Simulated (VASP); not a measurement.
# CdSe (R3m) in VASP: a series of runs

Runs on CdSe. Level: PBE. Tasks: single point.

Everything below comes from runs of VASP 6.6.1. Logs are shortened: lines on timing, memory, paths and dates and some standing lists are left out, and cuts for length are marked.

## 1. The cell of the first run

The structure is trigonal, space group R3m (No. 160). Conventional cell: a = 4.054 Å, b = 4.054 Å, c = 11.203 Å, α = 90.00°, β = 90.00°, γ = 120.00°. Within 3.3 Å of Cd (site symmetry 3m) lie 4 Se at 2.52 to 2.80 Å. Within 3.3 Å of Se (site symmetry 3m) lie 4 Cd at 2.52 to 2.80 Å.

## 2. Single point, PBE (26.57 Å³/atom)

Input file INCAR:

```
SYSTEM = CdSe
  PREC = Accurate
  ENCUT = 520
  EDIFF = 1E-6
  ISMEAR = 0
  SIGMA = 0.05
  LREAL = .FALSE.
  LASPH = .TRUE.
  NELM = 80
  ALGO = Normal
  ISIF = 2
  LWAVE = .FALSE.
  LCHARG = .FALSE.
  GGA = PE
  NBANDS = 16
```

Input file KPOINTS:

```
Automatic mesh
0
G
  10 10 10
  0 0 0
```

Input file POSCAR:

```
CdSe
1.0
    0.0000000000      2.8664610802      2.8664610802
    2.8664610802      0.0000000000      2.8664610802
    3.1114479539      3.1114479539     -0.2449868737
Cd Se
1 1
Direct
    0.0000000000      0.0000000000      0.0000000000
    0.7500000000      0.7500000000      0.7500000000
```

Potentials or basis: VASP PAW PBE potentials, release 64 (Cd, Se).

On the command line:

```console
$ cat potpaw_PBE.64/Cd/POTCAR potpaw_PBE.64/Se/POTCAR > POTCAR
$ mpirun -np 1 vasp_std > vasp.out
```

OUTCAR:

```text
SYSTEM = CdSe
   PREC = Accurate
   ENCUT = 520
   EDIFF = 1E-6
   ISMEAR = 0
   LREAL = .FALSE.
   LASPH = .TRUE.
   NELM = 80
   ISIF = 2
   GGA = PE

 ion  position               nearest neighbor table
   1  0.000  0.000  0.000-   2 2.52   2 2.52   2 2.52   2 2.80
   2  0.750  0.750  0.750-   1 2.52   1 2.52   1 2.52   1 2.80

  LATTYP: Found a trigonal (rhomboedric) cell.
 ALAT       =     4.4070665196
 COS(alpha) =     0.5769488427

  Lattice vectors:

 A1 = (   3.1114479539,   0.2449868737,  -3.1114479539)
 A2 = (   0.2449868737,   3.1114479539,  -3.1114479539)
 A3 = (   3.1114479539,   3.1114479539,  -0.2449868737)

Analysis of symmetry for initial positions (statically):
=====================================================================
 Subroutine PRICEL returns:
 Original cell was already a primitive cell.

 Routine SETGRP: Setting up the symmetry group for a
 trigonal (rhombohedral) supercell.

 Subroutine GETGRP returns: Found  6 space group operations
 (whereof  6 operations were pure point group operations)
 out of a pool of 12 trial point group operations.

The static configuration has the point symmetry C_3v.

Analysis of symmetry for dynamics (positions and initial velocities):
=====================================================================
 Subroutine PRICEL returns:
 Original cell was already a primitive cell.

 Routine SETGRP: Setting up the symmetry group for a
 trigonal (rhombohedral) supercell.

 Subroutine GETGRP returns: Found  6 space group operations
 (whereof  6 operations were pure point group operations)
 out of a pool of 12 trial point group operations.

The dynamic configuration has the point symmetry C_3v.

 Subroutine INISYM returns: Found  6 space group operations
 (whereof  6 operations are pure point group operations),
 and found     1 'primitive' translations

----------------------------------------------------------------------------------------

                                     Primitive cell

  volume of cell :      53.1440

  direct lattice vectors                    reciprocal lattice vectors
     0.000000000  2.866461080  2.866461080    -0.167824109  0.181038119  0.167824109
     2.866461080  0.000000000  2.866461080     0.181038119 -0.167824109  0.167824109
     3.111447954  3.111447954 -0.244986874     0.154610099  0.154610099 -0.154610099

  length of vectors
     4.053788136  4.053788136  4.407066520     0.298504043  0.298504043  0.267792548

  position of ions in fractional coordinates (direct lattice)
     0.000000000  0.000000000  0.000000000
     0.750000000  0.750000000  0.750000000

  ion indices of the primitive-cell ions
   primitive index   ion index
                 1           1
                 2           2

----------------------------------------------------------------------------------------

 KPOINTS: Automatic mesh

Automatic generation of k-mesh.
 Grid dimensions read from file:
 generate k-points for:   10   10   10

 Generating k-lattice:

  Cartesian coordinates                     Fractional coordinates (reciprocal lattice)
    -0.016782411  0.018103812  0.016782411     0.100000000  0.000000000 -0.000000000
     0.018103812 -0.016782411  0.016782411     0.000000000  0.100000000 -0.000000000
     0.015461010  0.015461010 -0.015461010     0.000000000  0.000000000  0.100000000

  Length of vectors
     0.029850404  0.029850404  0.026779255

  Shift w.r.t. Gamma in fractional coordinates (k-lattice)
     0.000000000  0.000000000  0.000000000

 Subroutine IBZKPT returns following result:
 ===========================================

 Found    116 irreducible k-points:

 Following reciprocal coordinates:
            Coordinates               Weight
  0.000000  0.000000  0.000000      1.000000
  0.100000  0.000000 -0.000000      6.000000
  0.200000  0.000000 -0.000000      6.000000
  0.300000  0.000000 -0.000000      6.000000
  0.400000  0.000000  0.000000      6.000000
  0.500000  0.000000  0.000000      3.000000
[... 16 lines left out ...]
  0.300000  0.300000 -0.000000      6.000000
  0.400000  0.300000  0.000000     12.000000
 [... further k-points ...]
   k-points           NKPTS =    116   k-points in BZ     NKDIM =    116   number of bands    NBANDS=     16
   number of dos      NEDOS =    301   number of ions     NIONS =      2
   total plane-waves  NPLWV =  32400
   dimension x,y,z NGX =    30 NGY =   30 NGZ =   36
   dimension x,y,z NGXF=    60 NGYF=   60 NGZF=   72
   ions per type =               1   1
   NGX,Y,Z   is equivalent  to a cutoff of  12.30, 12.30, 13.58 a.u.
   NGXF,Y,Z  is equivalent  to a cutoff of  24.61, 24.61, 27.16 a.u.
 SYSTEM =  CdSe
   PREC   = accura    normal or accurate (medium, high low for compatibility)
   ISTART =      0    job   : 0-new  1-cont  2-samecut
   ICHARG =      2    charge: 1-file 2-atom 10-const
   ISPIN  =      1    spin polarized calculation?
   LNONCOLLINEAR =      F non collinear calculations
   LSORBIT =      F    spin-orbit coupling
   LASPH  =      T    aspherical Exc in radial PAW
   ENCUT  =  520.0 eV  38.22 Ry    6.18 a.u.   7.54  7.54  8.19*2*pi/ulx,y,z
   NELM   =     80;   NELMIN=  2; NELMDL= -5     # of ELM steps
   EDIFF  = 0.1E-05   stopping-criterion for ELM
   LREAL  =      F    real-space projection
   EDIFFG = 0.1E-04   stopping-criterion for IOM
   NSW    =      0    number of steps for IOM
   IBRION =     -1    ionic relax: 0-MD 1-quasi-New 2-CG
   NFREE  =      0    steps in history (QN), initial steepest desc. (CG)
   ISIF   =      2    stress and relaxation
   ISYM   =      2    0-nonsym 1-usesym 2-fastsym
   POTIM  = 0.5000    time-step for ionic-motion
   TEBEG  =    0.0;   TEEND  =   0.0 temperature during run
   PSTRESS=    0.0 pullay stress
   NELECT =      18.0000    total number of electrons
   NUPDOWN=      -1.0000    fix difference up-down
   EMIN   =  10.00;   EMAX   =-10.00  energy-range for DOS
   EFERMI =   0.00;   METHOD = LEGACY
   ISMEAR =     0;   SIGMA  =   0.05  broadening in eV -4-tet -1-fermi 0-gaus
   EFERMI_NEDOS =   21; number of points for ismear=-14 and -15
   IALGO  =     38    algorithm
   IMIX   =      4    mixing-type and parameters
     AMIX     =   0.40;   BMIX     =  1.00
     AMIX_MAG =   1.60;   BMIX_MAG =  1.00
  volume/ion in A,a.u.               =      26.57       179.32
  Fermi-wavevector in a.u.,A,eV,Ry     =   1.141163  2.156485 17.718220  1.302252
  Thomas-Fermi vector in A             =   2.277863
   LORBIT       =      0    0 simple, 1 ext, 2 COOP (PROOUT), +10 PAW based schemes
   GGA     = PE    functional components
   LHFCALC =     F    Hartree Fock is set to
   AEXX    =    0.0000 exact exchange contribution
   IVDW    =     0    specifies the selected vdW correction
   LEPSILON=     F    determine dielectric tensor
   LRPA    =     F    only Hartree local field effects (RPA)
 non-spin polarized calculation
 Gauss-broadening in eV      SIGMA  =   0.05
  energy-cutoff  :      520.00
  volume of cell :       53.14
 maximum number of plane-waves:      1448
   NGX = 15   NGY = 15   NGZ = 17

 number of electron      18.0000001 magnetization

 Free energy of the ion-electron system (eV)
  ---------------------------------------------------
  ext. energy  EPLUGINS =         0.00000000
  ---------------------------------------------------
  free energy    TOTEN  =        -5.20028845 eV

  energy without entropy =       -5.20028845  energy(sigma->0) =       -5.20028845

 E-fermi :   1.8522     XC(G=0):  -9.1436

 val. band max:        1.5976311473   @ k =   0.0000   0.0000   0.0000
 cond. band min:       2.1224537686   @ k =   0.0000   0.0000   0.0000
 fundamental gap:      0.5248226213
 Fermi energy:         1.8522286832

 k-point     1 :       0.0000    0.0000    0.0000
  band No.  band energies     occupation
      1     -11.5606      2.00000
      2      -6.8115      2.00000
      3      -6.8115      2.00000
      4      -6.6896      2.00000
      5      -6.3223      2.00000
      6      -6.3223      2.00000
[... 8 lines left out ...]
     15      12.7571      0.00000
     16      12.7571      0.00000

 k-point     2 :       0.1000    0.0000   -0.0000
  band No.  band energies     occupation
      1     -11.5166      2.00000
      2      -6.7939      2.00000
      3      -6.7836      2.00000
      4      -6.6715      2.00000
      5      -6.3256      2.00000
      6      -6.3228      2.00000
[... 8 lines left out ...]
     15      12.1985      0.00000
     16      12.3853      0.00000

 k-point     3 :       0.2000    0.0000   -0.0000
  band No.  band energies     occupation
      1     -11.4004      2.00000
      2      -6.7501      2.00000
      3      -6.7014      2.00000
      4      -6.6095      2.00000
      5      -6.3294      2.00000
      6      -6.3205      2.00000
[... 8 lines left out ...]
     15      11.8673      0.00000
     16      11.9614      0.00000

 k-point     4 :       0.3000    0.0000   -0.0000
  band No.  band energies     occupation
      1     -11.2556      2.00000
      2      -6.7028      2.00000
      3      -6.6364      2.00000
      4      -6.4303      2.00000
      5      -6.3150      2.00000
      6      -6.3080      2.00000
[... 8 lines left out ...]
     15      11.5742      0.00000
     16      12.3909      0.00000
[... 324 lines left out ...]
 k-point    22 :      -0.2000    0.2000    0.0000
  band No.  band energies     occupation
      1     -11.2004      2.00000
      2      -6.6822      2.00000
      3      -6.5678      2.00000
      4      -6.4507      2.00000
      5      -6.3352      2.00000
      6      -6.2374      2.00000
[... 8 lines left out ...]
     15      13.3932      0.00000
     16      14.4011      0.00000

 k-point    23 :       0.3000    0.3000   -0.0000
  band No.  band energies     occupation
      1     -11.1910      2.00000
      2      -6.6374      2.00000
      3      -6.5921      2.00000
      4      -6.4996      2.00000
      5      -6.2803      2.00000
      6      -6.2716      2.00000
[... 8 lines left out ...]
     15      13.3655      0.00000
     16      15.0473      0.00000

 k-point    24 :       0.4000    0.3000    0.0000
  band No.  band energies     occupation
      1     -11.1036      2.00000
      2      -6.6213      2.00000
      3      -6.5284      2.00000
      4      -6.4633      2.00000
      5      -6.2724      2.00000
      6      -6.1344      2.00000
[... 8 lines left out ...]
     15      13.6014      0.00000
     16      15.1975      0.00000

 [... further k-points ...]

------------------------ aborting loop because EDIFF is reached ----------------------------------------

  FORCE on cell =-STRESS in cart. coord.  units (eV):
  Direction    XX          YY          ZZ          XY          YZ          ZX
  --------------------------------------------------------------------------------------
  -------------------------------------------------------------------------------------
  Total        2.7892745      2.7892745      2.7892745     -1.3270783      1.3270783      1.3270783
  in kB       84.0906289     84.0906289     84.0906289    -40.0085561     40.0085561     40.0085561
  external PRESSURE =      84.0906289 kB  Pullay stress =       0.0000000 kB

 VOLUME and BASIS-vectors are now :
 -----------------------------------------------------------------------------
  energy-cutoff  :      520.00
  volume of cell :       53.14
      direct lattice vectors                 reciprocal lattice vectors
     0.000000000  2.866461080  2.866461080    -0.167824109  0.181038119  0.167824109
     2.866461080  0.000000000  2.866461080     0.181038119 -0.167824109  0.167824109
     3.111447954  3.111447954 -0.244986874     0.154610099  0.154610099 -0.154610099

 POSITION                                       TOTAL-FORCE (eV/Angst)
 -----------------------------------------------------------------------------------
      0.00000      0.00000      0.00000         0.555808      0.555808     -0.555808
      4.48343      4.48343      4.11595        -0.555808     -0.555808      0.555808
 -----------------------------------------------------------------------------------
    total drift:                                0.000168      0.000168     -0.000172

  FREE ENERGIE OF THE ION-ELECTRON SYSTEM (eV)
  ---------------------------------------------------
  free  energy   TOTEN  =        -5.2002884531 eV

  energy  without entropy=       -5.2002884531  energy(sigma->0) =       -5.20028845
```

Run time: 48 s. Hardware: 1 thread of AMD EPYC 9R45 (Zen 5), shared host; peak memory 0.22 GiB.

Results:

```
Free energy            : -5.2003 eV
Pressure               : 8.4 GPa
Largest force          : 0.963 eV/Å
Band gap on the k mesh : 0.52 eV
```

Forces on the atoms (eV/Å):
```
Cd   0.556  0.556 -0.556
Se  -0.556 -0.556  0.556
```

Levels at points of the mesh, in eV from the valence-band top:
```
           k point  band 7  band 8  band 9  band 10  band 11  band 12
(0.00, 0.00, 0.00)   -0.64    0.00    0.00     0.52     4.99     6.32
(0.50, 0.00, 0.00)   -4.94   -1.22   -1.05     2.10     5.73     6.62
(0.50, 0.50, 0.00)   -4.55   -2.48   -1.88     2.67     3.85     8.59
(0.00, 0.00, 0.50)   -4.84   -0.56   -0.56     2.84     6.79     6.79
```

Caveat: the cell stands under pressure.

## 3. Single point, PBE (26.57 Å³/atom)

Input file INCAR:

```
SYSTEM = CdSe
ALGO = Normal
EDIFF = 1E-6
ENCUT = 520
GGA = PE
ISIF = 2
ISMEAR = 0
LASPH = .TRUE.
LCHARG = .FALSE.
LREAL = .FALSE.
LWAVE = .FALSE.
NBANDS = 16
NELM = 60
PREC = Accurate
SIGMA = 0.05
```

Input file KPOINTS:

```
k-points
0
G
  10 10 10
  0 0 0
```

Input file POSCAR:

```
CdSe
1.0
    0.0000000000      3.1064533213      3.1064533213
    3.1064533213      0.0000000000      3.1064533213
    2.8711912564      2.8711912564      0.2352620649
Cd Se
1 1
Direct
    0.0000000000      0.0000000000      0.0000000000
    0.7500000000      0.7500000000      0.7500000000
```

Potentials or basis: VASP PAW PBE potentials, release 64 (Cd, Se).

On the command line:

```console
$ cat potpaw_PBE.64/Cd/POTCAR potpaw_PBE.64/Se/POTCAR > POTCAR
$ mpirun -np 1 vasp_std > vasp.out
```

Run time: 56 s. Hardware: 1 thread of AMD EPYC 9R45 (Zen 5), shared host; peak memory 0.23 GiB.

It converged, with:

```yaml
Free_energy: -5.1501 eV
Pressure: 8.7 GPa
Largest_force: 1.867 eV/Å
Band_gap_on_the_k_mesh: 0.70 eV
```

Forces in eV/Å, atoms in the order of the input:
```
Cd  -1.078 -1.078  1.078
Se   1.078  1.078 -1.078
```

Stress tensor (GPa, compression positive):
```
 8.73  5.89 -5.89
 5.89  8.73 -5.89
-5.89 -5.89  8.73
```

Levels at points of the mesh, in eV from the valence-band top:
| k point | band 6 | band 7 | band 8 | band 9 | band 10 | band 11 | band 12 | band 13 |
| --- | --- | --- | --- | --- | --- | --- | --- | --- |
| (0.00, 0.00, 0.00) | -7.81 | -0.16 | -0.16 | 0.00 | 0.70 | 5.38 | 5.38 | 7.18 |
| (0.50, 0.00, 0.00) | -7.50 | -4.78 | -0.76 | -0.69 | 2.55 | 6.12 | 6.91 | 7.58 |
| (0.50, 0.50, 0.00) | -7.39 | -4.41 | -2.45 | -1.70 | 2.76 | 4.00 | 8.84 | 10.20 |
| (0.00, 0.00, 0.50) | -7.39 | -4.80 | -1.32 | -1.32 | 1.93 | 5.88 | 5.88 | 7.67 |

Caveat: the cell stands under pressure; forces of over 1 eV/Å act on the atoms, so gaps and moduli don't describe the material at rest.

## 4. Single point, PBE (26.57 Å³/atom)

Input file INCAR:

```
PREC = Accurate
ENCUT = 520
EDIFF = 1E-6
ISMEAR = 0
SIGMA = 0.05
LREAL = F
LASPH = T
NELM = 80
ALGO = Normal
ISIF = 2
LWAVE = F
LCHARG = T
GGA = PE
LELF = T
LVHAR = T
NBANDS = 16
```

Input file KPOINTS:

```
Automatic mesh
0
Gamma
  10 10 10
```

Input file POSCAR:

```
CdSe
1.0
    0.0000000000      2.9051711550      2.9051711550
    2.9051711550      0.0000000000      2.9051711550
    3.0672797054      3.0672797054     -0.1621085504
Cd Se
1 1
Direct
    0.0000000000      0.0000000000      0.0000000000
    0.7500000000      0.7500000000      0.7500000000
```

On the command line:

```console
$ cat potpaw_PBE.64/Cd/POTCAR potpaw_PBE.64/Se/POTCAR > POTCAR
$ mpirun -np 1 vasp_std > vasp.out
```

It took 48 s on 1 thread of AMD EPYC 9R45 (Zen 5), shared host; peak memory 0.22 GiB.

The run converged. Its results:

- Free energy: -5.2919 eV
- Pressure: 7.6 GPa
- Largest force: 0.708 eV/Å
- Band gap on the k mesh: 0.61 eV

Forces on the atoms (eV/Å):
```
Cd   0.409  0.409 -0.409
Se  -0.409 -0.409  0.409
```

Stress tensor (GPa, compression positive):
```
 7.64 -2.84  2.84
-2.84  7.64  2.84
 2.84  2.84  7.64
```

Levels at points of the mesh, in eV from the valence-band top:
```
           k point  band 6  band 7  band 8  band 9  band 10  band 11  band 12  band 13
(0.00, 0.00, 0.00)   -7.83   -0.38    0.00    0.00     0.61     5.24     6.19     6.19
(0.50, 0.00, 0.00)   -7.46   -4.86   -1.08   -0.98     2.23     5.95     6.57     7.52
(0.50, 0.50, 0.00)   -7.42   -4.47   -2.35   -1.93     2.82     3.80     8.96    10.50
(0.00, 0.00, 0.50)   -7.58   -4.80   -0.65   -0.65     2.72     6.69     6.69     7.12
```

Caveat: the cell stands under pressure.

## 5. Single point, PBE (26.57 Å³/atom)

Input file INCAR:

```
SYSTEM = CdSe
  ALGO = Normal
  EDIFF = 1E-7
  ENCUT = 520
  GGA = PE
  ISIF = 2
  ISMEAR = 0
  LASPH = .TRUE.
  LCHARG = .FALSE.
  LREAL = .FALSE.
  LWAVE = .FALSE.
  NBANDS = 16
  NELM = 80
  PREC = Accurate
  SIGMA = 0.05
```

Input file KPOINTS:

```
k-points
0
G
  10 10 10
  0 0 0
```

Input file POSCAR:

```
CdSe
1.0
    0.0000000000      3.0650593332      3.0650593332
    3.0650593332      0.0000000000      3.0650593332
    2.9073109462      2.9073109462      0.1577483870
Cd Se
1 1
Direct
    0.0000000000      0.0000000000      0.0000000000
    0.7500000000      0.7500000000      0.7500000000
```

On the command line:

```console
$ cat potpaw_PBE.64/Cd/POTCAR potpaw_PBE.64/Se/POTCAR > POTCAR
$ mpirun -np 1 vasp_std > vasp.out
```

Wall time 55 s (1 thread of AMD EPYC 9R45 (Zen 5), shared host); peak memory 0.22 GiB.

Results (log left out):

- Free energy: -5.2772 eV
- Pressure: 7.7 GPa
- Largest force: 1.105 eV/Å
- Band gap on the k mesh: 0.66 eV

Forces on the atoms (eV/Å):
```
Cd  -0.638 -0.638  0.638
Se   0.638  0.638 -0.638
```

Stress tensor (GPa, compression positive):
```
 7.71  3.67 -3.67
 3.67  7.71 -3.67
-3.67 -3.67  7.71
```

Levels at points of the mesh, in eV from the valence-band top:
```csv
k point,band 6,band 7,band 8,band 9,band 10,band 11,band 12,band 13
"(0.00, 0.00, 0.00)",-7.81,-0.16,-0.16,0.00,0.66,5.51,5.51,6.67
"(0.50, 0.00, 0.00)",-7.49,-4.81,-0.84,-0.78,2.48,6.17,6.79,7.44
"(0.50, 0.50, 0.00)",-7.40,-4.44,-2.37,-1.88,2.84,3.84,9.04,10.30
"(0.00, 0.00, 0.50)",-7.41,-4.84,-1.21,-1.21,2.05,6.02,6.02,7.65
```

Caveat: the cell stands under pressure; forces of over 1 eV/Å act on the atoms, so gaps and moduli don't describe the material at rest.

## 6. The runs side by side

```tsv
cell	gap on the mesh (eV)	pressure (GPa)	largest force (eV/Å)
a = 4.054, b = 4.054, c = 4.407 Å, angles 62.6, 62.6, 60.0°, 2 atoms	0.52	8.4	0.96
a = 4.393, b = 4.393, c = 4.067 Å, angles 57.3, 57.3, 60.0°, 2 atoms	0.70	8.7	1.87
a = 4.109, b = 4.109, c = 4.341 Å, angles 61.8, 61.8, 60.0°, 2 atoms	0.61	7.6	0.71
a = 4.335, b = 4.335, c = 4.115 Å, angles 58.2, 58.2, 60.0°, 2 atoms	0.66	7.7	1.10
```

Alike in all rows: task single point; level PBE; potentials or basis VASP PAW PBE potentials, release 64 (Cd, Se); no spin polarisation; k mesh 10 × 10 × 10; cutoff (eV) 520; smearing gaussian 0.05 eV.

Caveats: the cell stands under pressure; forces of over 1 eV/Å act on the atoms, so gaps and moduli don't describe the material at rest (at least some runs).

Total energies depend on the potentials used, so only differences within one code and one set of settings carry meaning.
